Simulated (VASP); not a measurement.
Crystal: Si3N4.

```xyz
7
Lattice="4.0415 0.0000 0.0000 0.0000 4.0415 0.0000 0.0000 0.0000 4.0415" Properties=species:S:1:pos:R:3 pbc="T T T"
Si    0.0000    0.0000    2.0208
Si    2.0208    0.0000    0.0000
Si    0.0000    2.0208    0.0000
N     0.9929    0.9929    3.0486
N     3.0486    3.0486    3.0486
N     0.9929    3.0486    0.9929
N     3.0486    0.9929    0.9929
```

```yaml
Program: VASP 6.6.1
Task: relaxation of cell and atoms
Functional: PBE
Potentials_or_basis: VASP PAW PBE potentials, release 64 (Si, N)
Cutoff: 600 eV
k_mesh: 4 × 4 × 4
Occupations: gaussian, width 0.1 eV
Spin: no spin polarisation
```

At the start: pressure 13.4 GPa; volume 9.43 Å³/atom.

Q: Where does the relaxation end?

A: Over 5 steps the energy falls by 29.3 meV/atom and the volume is 10.06 Å³/atom (+6.7 %); space group P-43m (No. 215, to 0.05 Å).

The path:
| step | energy change (eV) | largest force (eV/Å) | pressure (GPa) | volume (Å³) |
| --- | --- | --- | --- | --- |
| 1 | 0.0000 | 0.3355 | 13.43 | 66.01 |
| 2 | -0.0162 | 0.8974 | -12.09 | 73.86 |
| 3 | -0.1596 | 0.6522 | -0.99 | 69.90 |
| 4 | -0.2039 | 0.1017 | -0.25 | 70.36 |
| 5 | -0.2049 | 0.0030 | -0.11 | 70.44 |

Final structure:
```
Si N
1.0
     4.12996    0.00000    0.00000
     0.00000    4.12996    0.00000
     0.00000    0.00000    4.12996
Si N
3 4
Direct
  0.00000 0.00000 0.50000
  0.50000 0.00000 0.00000
  0.00000 0.50000 0.00000
  0.23946 0.23946 0.76054
  0.76054 0.76054 0.76054
  0.23946 0.76054 0.23946
  0.76054 0.23946 0.23946
```
